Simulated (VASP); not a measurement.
# SnO2 (R-3m) in VASP: further runs, part 2 of 2

VASP 6.6.1. The steps go on from the part before.

## 3. Single point, r2SCAN

This run uses another cell than the first one, of the same volume but with other edges.

Input file POSCAR:

```
SnO2
1.0
    1.5101938579      0.8719108304      4.9178008010
   -1.5101938579      0.8719108304      4.9178008010
    0.0000000000     -1.7438216608      4.9178008010
Sn O
1 2
Direct
    0.5000000000      0.5000000000      0.5000000000
    0.2412464623      0.2412464623      0.2412464623
    0.7587535377      0.7587535377      0.7587535377
```

Input file INCAR.step1:

```
SYSTEM = SnO2
PREC = Accurate ; ENCUT = 520
ISMEAR = 0 ; SIGMA = 0.05
LREAL = .False. ; LASPH = .True.
NELM = 80 ; NBANDS = 20
GGA = PE ; ALGO = Normal
EDIFF = 1E-4 ; LWAVE = .True.
LCHARG = .False.
```

Input file INCAR.step2:

```
SYSTEM = SnO2
PREC = Accurate ; ENCUT = 520
EDIFF = 1E-7 ; ISMEAR = 0
SIGMA = 0.05 ; LREAL = .False.
LASPH = .True. ; NELM = 80
ALGO = Normal ; ISIF = 2
LWAVE = .False. ; LCHARG = .True.
METAGGA = R2SCAN ; LMIXTAU = .True.
LELF = .True. ; LVHAR = .True.
NBANDS = 20 ; ISTART = 1
```

Input file KPOINTS:

```
Automatic mesh
0
Gamma
  12 12 12
  0 0 0
```

Potentials or basis: VASP PAW PBE potentials, release 64 (Sn_d, O).

Run with:

```
> cat potpaw_PBE.64/Sn_d/POTCAR potpaw_PBE.64/O/POTCAR > POTCAR
> cp INCAR.step1 INCAR
> mpirun -np 1 vasp_std > vasp.out
> cp INCAR.step2 INCAR
> mpirun -np 1 vasp_std > vasp.out
```

OUTCAR:

```text
SYSTEM = SnO2
   PREC = Accurate
   ENCUT = 520
   EDIFF = 1E-7
   ISMEAR = 0
   LREAL = .False.
   LASPH = .True.
   NELM = 80
   ISIF = 2
   METAGGA = R2SCAN
   ISTART = 1

 ion  position               nearest neighbor table
   1  0.500  0.500  0.500-   2 2.06   2 2.06   3 2.06   3 2.06   2 2.06   3 2.06
   2  0.241  0.241  0.241-   1 2.06   1 2.06   1 2.06
   3  0.759  0.759  0.759-   1 2.06   1 2.06   1 2.06

  LATTYP: Found a trigonal (rhomboedric) cell.
 ALAT       =     5.2178231767
[... 746 lines left out ...]

  FORCE on cell =-STRESS in cart. coord.  units (eV):
  Direction    XX          YY          ZZ          XY          YZ          ZX
  --------------------------------------------------------------------------------------
  -------------------------------------------------------------------------------------
  Total        5.9156105      5.9156105     -1.0716345      0.0000000      0.0000000     -0.0000000
  in kB      243.9400989    243.9400989    -44.1906424      0.0000000      0.0000000     -0.0000000
  external PRESSURE =     147.8965185 kB  Pullay stress =       0.0000000 kB

 VOLUME and BASIS-vectors are now :
 -----------------------------------------------------------------------------
  energy-cutoff  :      520.00
  volume of cell :       38.85
      direct lattice vectors                 reciprocal lattice vectors
     1.510193858  0.871910830  4.917800801     0.331083322  0.191151045  0.067780975
    -1.510193858  0.871910830  4.917800801    -0.331083322  0.191151045  0.067780975
     0.000000000 -1.743821661  4.917800801     0.000000000 -0.382302091  0.067780975

 POSITION                                       TOTAL-FORCE (eV/Angst)
 -----------------------------------------------------------------------------------
      0.00000      0.00000      7.37670        -0.000000     -0.000000      0.000000
      0.00000      0.00000      3.55921         0.000000      0.000000     -0.432995
      0.00000      0.00000     11.19420         0.000000     -0.000000      0.432995
 -----------------------------------------------------------------------------------
    total drift:                                0.000000      0.000000     -0.000000

  FREE ENERGIE OF THE ION-ELECTRON SYSTEM (eV)
  ---------------------------------------------------
  free  energy   TOTEN  =       -41.2595121020 eV

  energy  without entropy=      -41.2595121020  energy(sigma->0) =      -41.25951210
```

OUTCAR.step1:

```text
SYSTEM = SnO2
   PREC = Accurate
   ENCUT = 520
   ISMEAR = 0
   LREAL = .False.
   LASPH = .True.
   NELM = 80
[... 776 lines left out ...]
      0.00000      0.00000      7.37670        -0.000000      0.000000      0.000000
      0.00000      0.00000      3.55921         0.000000     -0.000000      0.146882
      0.00000      0.00000     11.19420         0.000000      0.000000     -0.146882
 -----------------------------------------------------------------------------------
    total drift:                                0.000000      0.000000     -0.000000

  FREE ENERGIE OF THE ION-ELECTRON SYSTEM (eV)
  ---------------------------------------------------
  free  energy   TOTEN  =       -17.7117087344 eV

  energy  without entropy=      -17.7117087344  energy(sigma->0) =      -17.71170873
```

OSZICAR.step1:

```text
N       E                     dE             d eps       ncg     rms          rms(c)
DAV:   1     0.258029367498E+03    0.25803E+03   -0.14222E+04  8092   0.199E+03
DAV:   2     0.781539523512E+01   -0.25021E+03   -0.23694E+03  8196   0.503E+02
DAV:   3    -0.197733438320E+02   -0.27589E+02   -0.27332E+02  8892   0.141E+02
DAV:   4    -0.205152837227E+02   -0.74194E+00   -0.74136E+00  8264   0.247E+01
DAV:   5    -0.205302663460E+02   -0.14983E-01   -0.14982E-01  9304   0.371E+00    0.110E+01
DAV:   6    -0.177165207202E+02    0.28137E+01   -0.10689E+01 11452   0.553E+01    0.471E+00
DAV:   7    -0.177277862001E+02   -0.11265E-01   -0.64422E-01  7768   0.675E+00    0.219E+00
DAV:   8    -0.177126038752E+02    0.15182E-01   -0.49129E-02  8196   0.247E+00    0.579E-01
DAV:   9    -0.177113174916E+02    0.12864E-02   -0.80797E-03 10792   0.166E+00    0.796E-02
DAV:  10    -0.177116948354E+02   -0.37734E-03   -0.14347E-03  7980   0.294E-01    0.330E-02
DAV:  11    -0.177117087344E+02   -0.13899E-04   -0.28297E-05  5080   0.517E-02
   1 F= -.17711709E+02 E0= -.17711709E+02  d E =-.471918E-18
```

Wall time 34 min (1 thread of AMD EPYC 7R43 (Zen 3), shared host); peak memory 0.31 GiB.

What came out:

```
Free energy            : -41.2595 eV
Pressure               : 14.8 GPa
Largest force          : 0.433 eV/Å
Band gap on the k mesh : 3.58 eV (least direct gap 3.85 eV)
```

Forces on the atoms (eV/Å):
```
Sn   0.000  0.000  0.000
O    0.000  0.000 -0.433
O    0.000  0.000  0.433
```

Stress tensor (GPa, compression positive):
```
24.39  0.00  0.00
 0.00 24.39  0.00
 0.00  0.00 -4.42
```

Levels at points of the mesh, in eV from the valence-band top:
| k point | band 10 | band 11 | band 12 | band 13 | band 14 | band 15 | band 16 | band 17 |
| --- | --- | --- | --- | --- | --- | --- | --- | --- |
| (0.00, 0.00, 0.00) | -1.02 | -0.42 | -0.42 | -0.27 | 3.58 | 7.30 | 13.51 | 14.00 |
| (0.50, 0.00, 0.00) | -2.67 | -1.90 | -0.58 | -0.41 | 7.20 | 8.78 | 12.80 | 13.27 |
| (0.50, 0.50, 0.00) | -2.76 | -1.63 | -0.28 | 0.00 | 6.80 | 8.03 | 12.90 | 13.09 |
| (0.50, 0.50, 0.50) | -1.07 | -1.07 | -0.37 | -0.37 | 4.81 | 7.22 | 13.24 | 14.16 |

Caveat: the stress differs along the axes, from -4 to 24 GPa; the PAW data sets were made with another functional, which shifts forces and pressure a little; spin-orbit coupling is left out, which moves the levels of the heavy elements. A k mesh can miss the band edges.

## 4. Single point, r2SCAN

This run uses another cell than the first one, of the same volume but with other edges.

Input file POSCAR:

```
SnO2
1.0
    1.6500502586      0.9526569610      4.1194761000
   -1.6500502586      0.9526569610      4.1194761000
    0.0000000000     -1.9053139220      4.1194761000
Sn O
1 2
Direct
    0.5000000000      0.5000000000      0.5000000000
    0.2412464623      0.2412464623      0.2412464623
    0.7587535377      0.7587535377      0.7587535377
```

Input file INCAR.step1:

```
ALGO = Normal ; EDIFF = 1E-4
ENCUT = 520 ; GGA = PE
ISMEAR = 0 ; LASPH = True
LCHARG = False ; LREAL = False
LWAVE = True ; NBANDS = 20
NELM = 60 ; PREC = Accurate
SIGMA = 0.05
```

Input file INCAR.step2:

```
ALGO = Normal ; EDIFF = 1E-6
ENCUT = 520 ; ISIF = 2
ISMEAR = 0 ; ISTART = 1
LASPH = True ; LCHARG = True
LELF = True ; LMIXTAU = True
LREAL = False ; LVHAR = True
LWAVE = False ; METAGGA = R2SCAN
NBANDS = 20 ; NELM = 60
PREC = Accurate ; SIGMA = 0.05
```

Input file KPOINTS:

```
k-points
0
Gamma
  12 12 12
```

Run with:

```
> cat potpaw_PBE.64/Sn_d/POTCAR potpaw_PBE.64/O/POTCAR > POTCAR
> cp INCAR.step1 INCAR
> mpirun -np 1 vasp_std > vasp.out
> cp INCAR.step2 INCAR
> mpirun -np 1 vasp_std > vasp.out
```

Run time: 29 min. Hardware: 1 thread of AMD EPYC 7R43 (Zen 3), shared host; peak memory 0.27 GiB.

It converged, with:

```yaml
Free_energy: -41.6264 eV
Pressure: -4.7 GPa
Largest_force: 0.194 eV/Å
Band_gap_on_the_k_mesh: 1.79 eV
```

Forces on the atoms (eV/Å):
```
Sn   0.000  0.000  0.000
O    0.000  0.000  0.194
O    0.000  0.000 -0.194
```

Stress tensor (GPa, compression positive):
```
-7.30  0.00  0.00
 0.00 -7.30  0.00
 0.00  0.00  0.54
```

Levels at points of the mesh, in eV from the valence-band top:
```
           k point  band 10  band 11  band 12  band 13  band 14  band 15  band 16  band 17
(0.00, 0.00, 0.00)    -1.58    -1.45    -1.45     0.00     1.79     6.06    11.12    11.12
(0.50, 0.00, 0.00)    -3.43    -1.79    -1.14    -0.95     5.92     8.63    10.15    13.61
(0.50, 0.50, 0.00)    -3.76    -0.86    -0.50    -0.03     5.32     7.42    11.34    11.80
(0.50, 0.50, 0.50)    -1.83    -1.83    -1.28    -1.28     3.88     6.46    11.74    11.74
```

Caveat: the stress differs along the axes, from -7 to 1 GPa; the PAW data sets were made with another functional, which shifts forces and pressure a little; spin-orbit coupling is left out, which moves the levels of the heavy elements. A k mesh can miss the band edges.

## 5. Single point, r2SCAN

This run uses another cell than the first one, of the same volume but with other edges.

Input file POSCAR:

```
SnO2
1.0
    1.5546365954      0.8975698569      4.6406472695
   -1.5546365954      0.8975698569      4.6406472695
    0.0000000000     -1.7951397137      4.6406472695
Sn O
1 2
Direct
    0.5000000000      0.5000000000      0.5000000000
    0.2412464623      0.2412464623      0.2412464623
    0.7587535377      0.7587535377      0.7587535377
```

Input file INCAR.step1:

```
PREC     = Accurate       # precision mode
ENCUT    = 520            # plane-wave cutoff, eV
ISMEAR   = 0              # smearing method
SIGMA    = 0.05           # smearing width, eV
LREAL    = F              # projectors in reciprocal space
LASPH    = T              # aspherical terms in the spheres
NELM     = 80             # most SCF steps
NBANDS   = 20             # bands
GGA      = PE             # functional
ALGO     = Normal         # electronic algorithm
EDIFF    = 1E-4           # SCF threshold, eV
LWAVE    = T              # write WAVECAR
LCHARG   = F              # write CHGCAR
```

Input file INCAR.step2:

```
PREC     = Accurate       # precision mode
ENCUT    = 520            # plane-wave cutoff, eV
EDIFF    = 1E-6           # SCF threshold, eV
ISMEAR   = 0              # smearing method
SIGMA    = 0.05           # smearing width, eV
LREAL    = F              # projectors in reciprocal space
LASPH    = T              # aspherical terms in the spheres
NELM     = 80             # most SCF steps
ALGO     = Normal         # electronic algorithm
ISIF     = 2              # what is computed and relaxed
LWAVE    = F              # write WAVECAR
LCHARG   = F              # write CHGCAR
METAGGA  = R2SCAN         # meta-GGA
LMIXTAU  = T            
NBANDS   = 20             # bands
ISTART   = 1
```

Input file KPOINTS:

```
regular mesh
0
Gamma
  12 12 12
```

Run with:

```
> cat potpaw_PBE.64/Sn_d/POTCAR potpaw_PBE.64/O/POTCAR > POTCAR
> cp INCAR.step1 INCAR
> mpirun -np 1 vasp_std > vasp.out
> cp INCAR.step2 INCAR
> mpirun -np 1 vasp_std > vasp.out
```

It took 29 min on 1 thread of AMD EPYC 7R43 (Zen 3), shared host; peak memory 0.3 GiB.

Results (log left out):

```
Free energy            : -41.5605 eV
Pressure               : 8.2 GPa
Largest force          : 0.128 eV/Å
Band gap on the k mesh : 3.09 eV (least direct gap 3.22 eV)
```

Forces in eV/Å, atoms in the order of the input:
```
Sn   0.000  0.000  0.000
O    0.000  0.000 -0.128
O    0.000  0.000  0.128
```

Stress tensor (GPa, compression positive):
```
12.99  0.00  0.00
 0.00 12.99  0.00
 0.00  0.00 -1.37
```

Levels at points of the mesh, in eV from the valence-band top:
| k point | band 11 | band 12 | band 13 | band 14 | band 15 | band 16 |
| --- | --- | --- | --- | --- | --- | --- |
| (0.00, 0.00, 0.00) | -0.77 | -0.77 | -0.13 | 3.09 | 6.87 | 13.01 |
| (0.50, 0.00, 0.00) | -1.83 | -0.74 | -0.61 | 6.85 | 8.93 | 11.93 |
| (0.50, 0.50, 0.00) | -1.40 | -0.40 | 0.00 | 6.41 | 8.02 | 12.60 |
| (0.50, 0.50, 0.50) | -1.37 | -0.70 | -0.70 | 4.55 | 6.88 | 13.26 |

Caveat: the stress differs along the axes, from -1 to 13 GPa; the PAW data sets were made with another functional, which shifts forces and pressure a little; spin-orbit coupling is left out, which moves the levels of the heavy elements. A k mesh can miss the band edges.

## 6. Single point, r2SCAN

This run uses another cell than the first one, of the same volume but with other edges.

Input file POSCAR:

```
SnO2
1.0
    1.6268070181      0.9392374698      4.2380322577
   -1.6268070181      0.9392374698      4.2380322577
    0.0000000000     -1.8784749396      4.2380322577
Sn O
1 2
Direct
    0.5000000000      0.5000000000      0.5000000000
    0.2412464623      0.2412464623      0.2412464623
    0.7587535377      0.7587535377      0.7587535377
```

Input file INCAR.step1:

```
  PREC = Accurate
  ENCUT = 520
  ISMEAR = 0
  SIGMA = 0.05
  LREAL = F
  LASPH = T
  NELM = 100
  NBANDS = 20
  GGA = PE
  ALGO = Normal
  EDIFF = 1E-4
  LWAVE = T
  LCHARG = F
```

Input file INCAR.step2:

```
  PREC = Accurate
  ENCUT = 520
  EDIFF = 1E-6
  ISMEAR = 0
  SIGMA = 0.05
  LREAL = F
  LASPH = T
  NELM = 100
  ALGO = Normal
  ISIF = 2
  LWAVE = F
  LCHARG = F
  METAGGA = R2SCAN
  LMIXTAU = T
  NBANDS = 20
  ISTART = 1
```

KPOINTS is that of step 5.

Potentials or basis: VASP PAW PBE potentials, release 64 (Sn_d, O).

Run with:

```
> cat potpaw_PBE.64/Sn_d/POTCAR potpaw_PBE.64/O/POTCAR > POTCAR
> cp INCAR.step1 INCAR
> mpirun -np 1 vasp_std > vasp.out
> cp INCAR.step2 INCAR
> mpirun -np 1 vasp_std > vasp.out
```

OUTCAR:

```text
PREC = Accurate
   ENCUT = 520
   EDIFF = 1E-6
   ISMEAR = 0
   LREAL = F
   LASPH = T
   NELM = 100
   ISIF = 2
   METAGGA = R2SCAN
   ISTART = 1

 ion  position               nearest neighbor table
   1  0.500  0.500  0.500-   2 2.10   3 2.10   2 2.10   2 2.10   3 2.10   3 2.10
   2  0.241  0.241  0.241-   1 2.10   1 2.10   1 2.10
   3  0.759  0.759  0.759-   1 2.10   1 2.10   1 2.10

  LATTYP: Found a trigonal (rhomboedric) cell.
 ALAT       =     4.6356860890
[... 746 lines left out ...]

  FORCE on cell =-STRESS in cart. coord.  units (eV):
  Direction    XX          YY          ZZ          XY          YZ          ZX
  --------------------------------------------------------------------------------------
  -------------------------------------------------------------------------------------
  Total       -0.7181266     -0.7181266      0.1685919      0.0000000     -0.0000000      0.0000000
  in kB      -29.6131530    -29.6131530      6.9521696      0.0000000     -0.0000000      0.0000000
  external PRESSURE =     -17.4247122 kB  Pullay stress =       0.0000000 kB

 VOLUME and BASIS-vectors are now :
 -----------------------------------------------------------------------------
  energy-cutoff  :      520.00
  volume of cell :       38.85
      direct lattice vectors                 reciprocal lattice vectors
     1.626807018  0.939237470  4.238032258     0.307350530  0.177448912  0.078652854
    -1.626807018  0.939237470  4.238032258    -0.307350530  0.177448912  0.078652854
     0.000000000 -1.878474940  4.238032258     0.000000000 -0.354897823  0.078652854

 POSITION                                       TOTAL-FORCE (eV/Angst)
 -----------------------------------------------------------------------------------
      0.00000      0.00000      6.35705         0.000000     -0.000000     -0.000000
      0.00000      0.00000      3.06723         0.000000      0.000000      0.145938
      0.00000      0.00000      9.64687         0.000000      0.000000     -0.145938
 -----------------------------------------------------------------------------------
    total drift:                               -0.000000      0.000000     -0.000000

  FREE ENERGIE OF THE ION-ELECTRON SYSTEM (eV)
  ---------------------------------------------------
  free  energy   TOTEN  =       -41.6664410963 eV

  energy  without entropy=      -41.6664410963  energy(sigma->0) =      -41.66644110
```

OUTCAR.step1:

```text
PREC = Accurate
   ENCUT = 520
   ISMEAR = 0
   LREAL = F
[... 778 lines left out ...]
      0.00000      0.00000      6.35705         0.000000      0.000000     -0.000000
      0.00000      0.00000      3.06723         0.000000     -0.000000      0.532971
      0.00000      0.00000      9.64687         0.000000     -0.000000     -0.532971
 -----------------------------------------------------------------------------------
    total drift:                               -0.000000     -0.000000     -0.000000

  FREE ENERGIE OF THE ION-ELECTRON SYSTEM (eV)
  ---------------------------------------------------
  free  energy   TOTEN  =       -18.1437041279 eV

  energy  without entropy=      -18.1437041279  energy(sigma->0) =      -18.14370413
```

OSZICAR.step1:

```text
N       E                     dE             d eps       ncg     rms          rms(c)
DAV:   1     0.251165013489E+03    0.25117E+03   -0.14058E+04  8168   0.199E+03
DAV:   2     0.670645918503E+01   -0.24446E+03   -0.23158E+03  8148   0.500E+02
DAV:   3    -0.204458466884E+02   -0.27152E+02   -0.26889E+02  8772   0.140E+02
DAV:   4    -0.211758152833E+02   -0.72997E+00   -0.72925E+00  8348   0.243E+01
DAV:   5    -0.211900352583E+02   -0.14220E-01   -0.14220E-01  8992   0.362E+00    0.109E+01
DAV:   6    -0.181575620404E+02    0.30325E+01   -0.11297E+01 11284   0.570E+01    0.434E+00
DAV:   7    -0.181612732193E+02   -0.37112E-02   -0.65829E-01  7768   0.653E+00    0.213E+00
DAV:   8    -0.181442377545E+02    0.17035E-01   -0.67844E-02  7972   0.280E+00    0.439E-01
DAV:   9    -0.181431089082E+02    0.11288E-02   -0.11336E-02 11072   0.163E+00    0.891E-02
DAV:  10    -0.181436872516E+02   -0.57834E-03   -0.18248E-03  7728   0.361E-01    0.279E-02
DAV:  11    -0.181437041279E+02   -0.16876E-04   -0.30567E-05  5776   0.683E-02
   1 F= -.18143704E+02 E0= -.18143704E+02  d E =-.377940E-18
```

It took 24 min on 1 thread of AMD EPYC 7R43 (Zen 3), shared host; peak memory 0.26 GiB.

What came out:

- Free energy: -41.6664 eV
- Pressure: -1.7 GPa
- Largest force: 0.146 eV/Å
- Band gap on the k mesh: 2.13 eV

Forces in eV/Å, atoms in the order of the input:
```
Sn   0.000  0.000  0.000
O    0.000  0.000  0.146
O    0.000  0.000 -0.146
```

Levels at points of the mesh, in eV from the valence-band top:
```csv
k point,band 9,band 10,band 11,band 12,band 13,band 14,band 15,band 16,band 17,band 18
"(0.00, 0.00, 0.00)",-1.52,-1.52,-1.29,-1.29,0.00,2.13,6.25,11.56,11.56,13.78
"(0.50, 0.00, 0.00)",-4.24,-3.35,-1.77,-1.03,-0.87,6.16,8.74,10.55,13.59,14.17
"(0.50, 0.50, 0.00)",-4.78,-3.62,-0.98,-0.49,-0.01,5.61,7.61,11.68,11.96,14.15
"(0.50, 0.50, 0.50)",-1.90,-1.72,-1.72,-1.14,-1.14,4.05,6.52,12.07,12.07,14.86
```

Caveat: the PAW data sets were made with another functional, which shifts forces and pressure a little; spin-orbit coupling is left out, which moves the levels of the heavy elements. A k mesh can miss the band edges.

## 7. The runs side by side

```csv
cell,gap on the mesh (eV),pressure (GPa),largest force (eV/Å)
"a = 4.370 Å, angles 45.6°, 3 atoms",1.17,-9.8,0.26
"a = 5.218 Å, angles 33.6°, 3 atoms",3.58,14.8,0.43
"a = 4.539 Å, angles 42.6°, 3 atoms",1.79,-4.7,0.19
"a = 4.976 Å, angles 36.4°, 3 atoms",3.09,8.2,0.13
"a = 4.636 Å, angles 41.1°, 3 atoms",2.13,-1.7,0.15
```

Alike in all rows: task single point; level r2SCAN; potentials or basis VASP PAW PBE potentials, release 64 (Sn_d, O); no spin polarisation; k mesh 12 × 12 × 12; cutoff (eV) 520; smearing gaussian 0.05 eV.

Caveats: the PAW data sets were made with another functional, which shifts forces and pressure a little; spin-orbit coupling is left out, which moves the levels of the heavy elements; the stress differs along the axes, from -14 to -1 GPa (at least some runs); the stress differs along the axes, from -4 to 24 GPa (at least some runs); the stress differs along the axes, from -7 to 1 GPa (at least some runs); the stress differs along the axes, from -1 to 13 GPa (at least some runs).

Absolute energies hang on the potentials; compare differences alone.
